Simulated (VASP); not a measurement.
A run of VASP 6.6.1:

Contents of INCAR:

```
SYSTEM = PbS
  ALGO = Normal
  EDIFF = 1E-6
  ENCUT = 520
  GGA = RE
  ISIF = 2
  ISMEAR = -1
  IVDW = 13
  LASPH = .TRUE.
  LCHARG = .FALSE.
  LREAL = .FALSE.
  LWAVE = .FALSE.
  NBANDS = 17
  NELM = 100
  PREC = Accurate
  SIGMA = 0.05
```

KPOINTS

```
k-points
0
G
  7 7 7
  0 0 0
```

The input POSCAR:

```
PbS
1.0
    3.6041095539      0.0000000000      0.0000000000
    0.0000000000      3.6041095539      0.0000000000
    0.0000000000      0.0000000000      3.6041095539
Pb S
1 1
Direct
    0.0000000000      0.0000000000      0.0000000000
    0.5000000000      0.5000000000      0.5000000000
```

Potentials or basis: VASP PAW PBE potentials, release 64 (Pb_d, S).

Launch:

```bash
$ cat potpaw_PBE.64/Pb_d/POTCAR potpaw_PBE.64/S/POTCAR > POTCAR
$ mpirun -np 1 vasp_std > vasp.out
```

Hardware: 1 thread of Intel(R) Xeon(R) Platinum 8259CL CPU @ 2.50GHz (Skylake/Cascade Lake), on a shared host.

Q: Estimate the wall time of this run.

A: Wall time 18 s on 1 thread of Intel(R) Xeon(R) Platinum 8259CL CPU @ 2.50GHz (Skylake/Cascade Lake) (shared host), peak memory 0.15 GiB. Counts: scf iterations 13, k points 20.
